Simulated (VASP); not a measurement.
Input of a VASP 6.6.1 run:

INCAR

```
SYSTEM = MoS2
ALGO = Normal
EDIFF = 1E-6
ENCUT = 520
GGA = PE
ISIF = 2
ISMEAR = 0
IVDW = 12
LASPH = .True.
LCHARG = .False.
LREAL = .False.
LWAVE = .False.
NBANDS = 20
NELM = 80
PREC = Accurate
SIGMA = 0.05
```

File KPOINTS:

```
k-points
0
Gamma
  12 12 12
  0 0 0
```

POSCAR

```
MoS2
1.0
    1.5528272632      0.8965252384      5.8166389361
   -1.5528272632      0.8965252384      5.8166389361
    0.0000000000     -1.7930504769      5.8166389361
Mo S
1 2
Direct
    0.0000172715      0.0000172715      0.0000172715
    0.7535591261      0.7535591261      0.7535591261
    0.5797236024      0.5797236024      0.5797236024
```

Potentials or basis: VASP PAW PBE potentials, release 64 (Mo_sv, S).

Run with:

```sh
$ cat potpaw_PBE.64/Mo_sv/POTCAR potpaw_PBE.64/S/POTCAR > POTCAR
$ mpirun -np 1 vasp_std > vasp.out
```

(1) Estimate the band gap on the k mesh.

(2) Estimate the largest force.

(3) What does it give for the dispersion energy per atom?

(4) Predict the pressure.

Results:

(1) 0.69 eV (least direct gap 1.83 eV).

(2) 1.237 eV/Å.

(3) -0.469 eV.

(4) 10.9 GPa.

Caveat: the cell differs from its parent crystal (strain -0.015 along x and y, -0.030 along z); the cell stands under pressure; forces of over 1 eV/Å act on the atoms, so gaps and moduli don't describe the material at rest.
